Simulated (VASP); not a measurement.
The system is ZnSe.

```
Zn Se
1.0
     0.00000    2.69024    2.99364
     2.69024    0.00000    2.99364
     2.69024    2.69024    0.00000
Zn Se
1 1
Cartesian
  0.0000 0.0000 0.0000
  1.3451 1.3451 1.4968
```

This cell differs from its parent crystal: epitaxial xy strain -5.0%.

Base run:

* Program: VASP 6.6.1
* Functional: r2SCAN
* Potentials or basis: VASP PAW PBE potentials, release 64 (Zn, Se)
* Cutoff: 520 eV
* k mesh: 8 × 8 × 8
* Occupations: gaussian, width 0.01 eV
* Spin: no spin polarisation

Its results: band gap on the k mesh 1.86 eV; pressure 3.4 GPa.

Task: The run is repeated on the same cell with these changes: functional from r2SCAN to PBE; occupations from gaussian, width 0.01 eV to fermi-dirac, width 0.02 eV. What comes out?

Result: Band gap on the k mesh 1.27 eV; pressure 5.7 GPa.

Caveats: the cell stands under pressure; the PAW data sets were made with another functional, which shifts forces and pressure a little (at least some runs).

